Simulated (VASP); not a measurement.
# Bi2Te3 in VASP: further runs, part 2 of 2

VASP 6.6.1. Earlier steps stand in the parts before.

**3. Single point, PBEsol**

INCAR

```
ALGO = Normal ; DIPOL = 0.5 0.5 0.500
EDIFF = 1E-6 ; ENCUT = 520
GGA = PS ; IDIPOL = 3
ISIF = 2 ; ISMEAR = 0
LASPH = True ; LCHARG = False
LDIPOL = True ; LREAL = False
LWAVE = False ; NBANDS = 59
NELM = 100 ; PREC = Accurate
SIGMA = 0.05
```

KPOINTS

```
k-points
0
Gamma
  9 9 1
```

POSCAR

```
Bi2Te3
1.0
    4.3823071498      0.0000000000      0.0000000000
   -2.1911535749      3.7951893189      0.0000000000
    0.0000000000      0.0000000000     32.5736935001
Te Bi
6 4
Direct
    0.0000000000      0.0000000000      0.2309079087
    0.6666666667      0.3333333333      0.3449481892
    0.3333333333      0.6666666667      0.4597249014
    0.6666666667      0.3333333333      0.5402750476
    0.3333333333      0.6666666667      0.6550524987
    0.0000000000      0.0000000000      0.7690922628
    0.3333333333      0.6666666667      0.2830004829
    0.0000000000      0.0000000000      0.4068087302
    0.0000000000      0.0000000000      0.5931907053
    0.6666666667      0.3333333333      0.7169992731
```

Potentials or basis: VASP PAW PBE potentials, release 64 (Te, Bi_d).

Command:

```sh
cat potpaw_PBE.64/Te/POTCAR potpaw_PBE.64/Bi_d/POTCAR > POTCAR
mpirun -np 1 vasp_std > vasp.out
```

OUTCAR:

```text
EDIFF = 1E-6
   ENCUT = 520
   GGA = PS
   ISIF = 2
   ISMEAR = 0
   LASPH = True
   LREAL = False
   NELM = 100
   PREC = Accurate

 ion  position               nearest neighbor table
   1  0.000  0.000  0.231-   7 3.05   7 3.05   7 3.05
   2  0.667  0.333  0.345-   8 3.23   8 3.23   8 3.23   7 3.24   7 3.24   7 3.24
   3  0.333  0.667  0.460-   8 3.06   8 3.06   8 3.06   4 3.64   4 3.64   4 3.64
   4  0.667  0.333  0.540-   9 3.06   9 3.06   9 3.06   3 3.64   3 3.64   3 3.64
   5  0.333  0.667  0.655-   9 3.23   9 3.23   9 3.23  10 3.24  10 3.24  10 3.24
   6  0.000  0.000  0.769-  10 3.05  10 3.05  10 3.05
   7  0.333  0.667  0.283-   1 3.05   1 3.05   1 3.05   2 3.24   2 3.24   2 3.24
   8  0.000  0.000  0.407-   3 3.06   3 3.06   3 3.06   2 3.23   2 3.23   2 3.23
   9  0.000  0.000  0.593-   4 3.06   4 3.06   4 3.06   5 3.23   5 3.23   5 3.23
  10  0.667  0.333  0.717-   6 3.05   6 3.05   6 3.05   5 3.24   5 3.24   5 3.24

  LATTYP: Found a hexagonal cell.
 ALAT       =     4.3823071498
 C/A-ratio  =     7.4330010167

  Lattice vectors:

 A1 = (   4.3823071498,   0.0000000000,   0.0000000000)
 A2 = (  -2.1911535749,   3.7951893189,   0.0000000000)
 A3 = (   0.0000000000,   0.0000000000,  32.5736935001)

Analysis of symmetry for initial positions (statically):
=====================================================================
 Subroutine PRICEL returns:
 Original cell was already a primitive cell.

 Routine SETGRP: Setting up the symmetry group for a
 hexagonal supercell.

 Subroutine GETGRP returns: Found 12 space group operations
 (whereof 12 operations were pure point group operations)
 out of a pool of 24 trial point group operations.

The static configuration has the point symmetry D_3d.

Analysis of symmetry for dynamics (positions and initial velocities):
=====================================================================
 Subroutine PRICEL returns:
 Original cell was already a primitive cell.

 Routine SETGRP: Setting up the symmetry group for a
 hexagonal supercell.

[... 141 lines left out ...]
  volume of cell :      541.76
 maximum number of plane-waves:     14622
 NGX is ok and might be reduce to    36
   NGX = 17   NGY = 17   NGZ =121

 number of electron      96.0000005 magnetization

 dipolmoment           0.000000      0.000000      0.000037 electrons x Angstroem

 Free energy of the ion-electron system (eV)
  ---------------------------------------------------
  ext. energy  EPLUGINS =         0.00000000
  ---------------------------------------------------
  free energy    TOTEN  =       -40.40774158 eV

  energy without entropy =      -40.40774158  energy(sigma->0) =      -40.40774158

 E-fermi :   1.9616     XC(G=0):  -6.3068

 val. band max:        1.7023189876   @ k =   0.0000   0.0000   0.0000
 cond. band min:       2.1954755948   @ k =   0.0000   0.0000   0.0000
 fundamental gap:      0.4931566073
 Fermi energy:         1.9616471457

 k-point     1 :       0.0000    0.0000    0.0000
  band No.  band energies     occupation
      1     -21.1845      2.00000
      2     -21.1845      2.00000
      3     -21.1840      2.00000
      4     -21.1840      2.00000
      5     -21.1734      2.00000
      6     -21.1729      2.00000
[... 733 lines left out ...]
     58       6.0732      0.00000
     59       6.0942      0.00000

------------------------ aborting loop because EDIFF is reached ----------------------------------------

 vacuum level on the upper side and lower side of the slab       (xc-potential included)        -0.265        -0.267

  FORCE on cell =-STRESS in cart. coord.  units (eV):
  Direction    XX          YY          ZZ          XY          YZ          ZX
  --------------------------------------------------------------------------------------
  -------------------------------------------------------------------------------------
  Total       -0.5497877     -0.5497877      0.0456721      0.0000000      0.0000000      0.0000000
  in kB       -1.6259318     -1.6259318      0.1350697      0.0000000      0.0000000      0.0000000
  external PRESSURE =      -1.0389313 kB  Pullay stress =       0.0000000 kB

 VOLUME and BASIS-vectors are now :
 -----------------------------------------------------------------------------
  energy-cutoff  :      520.00
  volume of cell :      541.76
      direct lattice vectors                 reciprocal lattice vectors
     4.382307150  0.000000000  0.000000000     0.228190304  0.131745733  0.000000000
    -2.191153575  3.795189319  0.000000000     0.000000000  0.263491467  0.000000000
     0.000000000  0.000000000 32.573693500     0.000000000  0.000000000  0.030699620

 POSITION                                       TOTAL-FORCE (eV/Angst)
 -----------------------------------------------------------------------------------
      0.00000      0.00000      7.52152        -0.000000     -0.000000     -0.012242
      2.19115      1.26506     11.23624        -0.000000     -0.000000      0.001518
     -0.00000      2.53013     14.97494        -0.000000     -0.000000      0.018599
      2.19115      1.26506     17.59875         0.000000      0.000000     -0.018599
     -0.00000      2.53013     21.33748         0.000000      0.000000     -0.001518
      0.00000      0.00000     25.05218         0.000000      0.000000      0.012242
     -0.00000      2.53013      9.21837        -0.000000      0.000000      0.006698
      0.00000      0.00000     13.25126         0.000000      0.000000     -0.012142
      0.00000      0.00000     19.32241        -0.000000     -0.000000      0.012142
      2.19115      1.26506     23.35531         0.000000      0.000000     -0.006698
 -----------------------------------------------------------------------------------
    total drift:                               -0.000000      0.000000      0.024734

  FREE ENERGIE OF THE ION-ELECTRON SYSTEM (eV)
  ---------------------------------------------------
  free  energy   TOTEN  =       -40.4077415761 eV

  energy  without entropy=      -40.4077415761  energy(sigma->0) =      -40.40774158

 vacuum level on the upper side and lower side of the slab         6.539         6.539
```

stdout:

```text
POSCAR found type information on POSCAR TeBi
 POSCAR found :  2 types and      10 ions
 scaLAPACK will be used
 -----------------------------------------------------------------------------
|                                                                             |
|                                                                             |
|     You enforced a specific xc type in the INCAR file but a different       |
|     I HOPE YOU KNOW WHAT YOU ARE DOING!                                     |
|                                                                             |
 -----------------------------------------------------------------------------

 LDA part: xc-table for (Slater+PW92), standard interpolation
 POSCAR, INCAR and KPOINTS ok, starting setup
 FFT: planning ... GRIDC
 FFT: planning ... GRID_SOFT
 FFT: planning ... GRID
 WAVECAR not read
 entering main loop
```

It took 8.7 min on 1 thread of Intel Xeon Platinum 8488C (Sapphire Rapids), shared host; peak memory 0.82 GiB.

Results:

```yaml
Free_energy: -40.4077 eV
Largest_force: 0.019 eV/Å
Band_gap_on_the_k_mesh: 0.49 eV
```

Forces in eV/Å, atoms in the order of the input:
```
Te   0.000  0.000 -0.012
Te   0.000  0.000  0.002
Te   0.000  0.000  0.019
Te   0.000  0.000 -0.019
Te   0.000  0.000 -0.002
Te   0.000  0.000  0.012
Bi   0.000  0.000  0.007
Bi   0.000  0.000 -0.012
Bi   0.000  0.000  0.012
Bi   0.000  0.000 -0.007
```

Caveat: the PAW data sets were made with another functional, which shifts forces and pressure a little; spin-orbit coupling is left out, which moves the levels of the heavy elements.

**4. Single point, r2SCAN**

POSCAR is that of step 3.

INCAR.step1

```
SYSTEM = Bi2Te3
PREC = Accurate
ENCUT = 440
ISMEAR = 0
SIGMA = 0.05
LREAL = .False.
LASPH = .True.
NELM = 120
LDIPOL = .True.
IDIPOL = 3
DIPOL = 0.5 0.5 0.500
NBANDS = 59
GGA = PE
ALGO = Normal
EDIFF = 1E-5
LWAVE = .True.
LCHARG = .False.
GGA_COMPAT = .False.
NELMDL = -8
```

INCAR.step2

```
SYSTEM = Bi2Te3
PREC = Accurate
ENCUT = 440
EDIFF = 1E-6
ISMEAR = 0
SIGMA = 0.05
LREAL = .False.
LASPH = .True.
NELM = 120
ALGO = Normal
ISIF = 2
LWAVE = .False.
LCHARG = .False.
LDIPOL = .True.
IDIPOL = 3
DIPOL = 0.5 0.5 0.500
METAGGA = R2SCAN
LMIXTAU = .True.
NBANDS = 59
ISTART = 1
GGA_COMPAT = .False.
```

KPOINTS

```
Automatic mesh
0
Gamma
  9 9 1
  0 0 0
```

Command:

```sh
cat potpaw_PBE.64/Te/POTCAR potpaw_PBE.64/Bi_d/POTCAR > POTCAR
cp INCAR.step1 INCAR
mpirun -np 1 vasp_std > vasp.out
cp INCAR.step2 INCAR
mpirun -np 1 vasp_std > vasp.out
```

It took 29 min on 1 thread of Intel Xeon 6975P-C (Granite Rapids), shared host; peak memory 0.67 GiB.

It converged, with:

```
Free energy            : -389.0011 eV
Largest force          : 0.154 eV/Å
Band gap on the k mesh : 0.71 eV
```

Forces in eV/Å, atoms in the order of the input:
```
Te   0.000  0.000 -0.154
Te   0.000  0.000 -0.001
Te   0.000  0.000 -0.140
Te   0.000  0.000  0.140
Te   0.000  0.000  0.001
Te   0.000  0.000  0.154
Bi   0.000  0.000 -0.078
Bi   0.000  0.000  0.076
Bi   0.000  0.000 -0.076
Bi   0.000  0.000  0.078
```

Levels at points of the mesh, in eV from the valence-band top:
| k point | band 45 | band 46 | band 47 | band 48 | band 49 | band 50 | band 51 | band 52 |
| --- | --- | --- | --- | --- | --- | --- | --- | --- |
| (0.00, 0.00, 0.00) | -1.02 | -0.88 | -0.88 | 0.00 | 0.71 | 0.95 | 1.02 | 1.02 |

Caveat: the PAW data sets were made with another functional, which shifts forces and pressure a little; spin-orbit coupling is left out, which moves the levels of the heavy elements.

**5. Summary**

| level | cell | cutoff (eV) | gap on the mesh (eV) | largest force (eV/Å) |
| --- | --- | --- | --- | --- |
| PBEsol | as given, atomic positions A | 520 | 0.50 | 0.13 |
| PBEsol | as given, atomic positions B | 520 | 0.49 | 0.02 |
| r2SCAN | as given, atomic positions B | 440 | 0.71 | 0.15 |

Alike in all rows: task single point; potentials or basis VASP PAW PBE potentials, release 64 (Te, Bi_d); no spin polarisation; k mesh 9 × 9 × 1; smearing gaussian 0.05 eV.

Caveats: the PAW data sets were made with another functional, which shifts forces and pressure a little; spin-orbit coupling is left out, which moves the levels of the heavy elements.

Total energies depend on the potentials used, so only differences within one code and one set of settings carry meaning.
